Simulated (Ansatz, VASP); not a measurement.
**Be3AgS4 in VASP and in Ansatz**

```xyz
8
Lattice="-3.0656 3.0656 3.0656 3.0656 -3.0656 3.0656 3.0656 3.0656 -3.0656" Properties=species:S:1:pos:R:3 pbc="T T T"
Be    3.0656    0.0000    0.0000
Be    0.0000    3.0656    0.0000
Be    0.0000    0.0000    3.0656
Ag    0.0000    0.0000    0.0000
S     1.5328    1.5328    1.5328
S     1.5328    1.5328   -1.5328
S     1.5328   -1.5328    1.5328
S    -1.5328    1.5328    1.5328
```

Alike in both runs: task relaxation of cell and atoms; functional PBE; k mesh 10 × 10 × 10; occupations gaussian, width 0.1 eV; no spin polarisation.

|  | VASP | Ansatz |
| --- | --- | --- |
| version | VASP 6.6.1 | Ansatz 0.2.0 |
| potentials or method | VASP PAW PBE potentials, release 64 (Be, Ag, S), cutoff 600 eV | scalar-relativistic, plane waves, PAW |
| valence electrons in the cell | 41 | 49 |

```tsv
	VASP	Ansatz	Ansatz less VASP
gap on the k mesh at the Fermi level, each at its own relaxed structure (eV)	none	none	-
relaxed volume (Å³/atom)	14.35	14.37	+0.017
relaxed cell length with the largest relative difference (Å)	5.303	5.305	+0.0021
```

A gap of «none» marks a metal or a gap that the smearing closes. VASP's potentials hold 41 valence electrons a cell and Ansatz's 49, so a difference there can come from the potentials and not from the codes.
